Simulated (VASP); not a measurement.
## Mg3S2O: single point with PBE

Mg3S2O:

```xyz
6
Lattice="5.4599 0.0000 0.0000 0.0000 5.4599 0.0000 0.0000 0.0000 4.4123" Properties=species:S:1:pos:R:3 pbc="T T T"
Mg    0.0000    2.7300    2.2062
Mg    2.7300    0.0000    2.2062
Mg    2.7300    2.7300    2.2062
S     2.7300    2.7300    0.0000
S     0.0000    0.0000    2.2062
O     0.0000    0.0000    0.0000
```

The cell was built from a structure type or drawn by symmetry, and may not be a known phase.

| Property | Result |
| --- | --- |
| Program | VASP 6.6.1 |
| Task | single point |
| Functional | PBE |
| Potentials or basis | VASP PAW PBE potentials, release 64 (Mg, S, O) |
| Cutoff | 520 eV |
| k mesh | 8 × 8 × 8 |
| Occupations | gaussian, width 0.1 eV |
| Spin | no spin polarisation |

- Pressure: 0.0 GPa
- Band gap on the k mesh: zero (bands 12 and 13 overlap by 1.44 eV)

Levels at points of the mesh, in eV from the Fermi level:
| k point | band 8 | band 9 | band 10 | band 11 | band 12 | band 13 | band 14 | band 15 | band 16 | band 17 |
| --- | --- | --- | --- | --- | --- | --- | --- | --- | --- | --- |
| (0.00, 0.00, 0.00) | -2.68 | -2.68 | -2.62 | -0.47 | -0.15 | -0.15 | 3.19 | 3.19 | 3.21 | 3.63 |
| (0.50, 0.00, 0.00) | -3.93 | -3.28 | -0.76 | -0.12 | 0.16 | 0.61 | 2.06 | 2.30 | 3.61 | 4.26 |
| (0.50, 0.50, 0.00) | -2.52 | -2.52 | -1.37 | -0.27 | -0.27 | 2.16 | 2.16 | 2.76 | 3.70 | 3.70 |
| (0.00, 0.00, 0.50) | -2.81 | -1.13 | -0.97 | -0.97 | -0.91 | 0.02 | 0.48 | 1.06 | 1.06 | 2.50 |
| (0.50, 0.00, 0.50) | -2.69 | -1.64 | -1.38 | -1.16 | -0.82 | -0.61 | 0.12 | 1.76 | 2.96 | 3.53 |
| (0.50, 0.50, 0.50) | -3.23 | -1.02 | -0.90 | -0.90 | -0.71 | 0.63 | 0.63 | 1.27 | 3.70 | 4.46 |

Wall time 100 s on 1 thread of AMD EPYC 9R45 96-Core Processor (Zen 5), with other jobs on the host, peak memory 0.33 GiB.
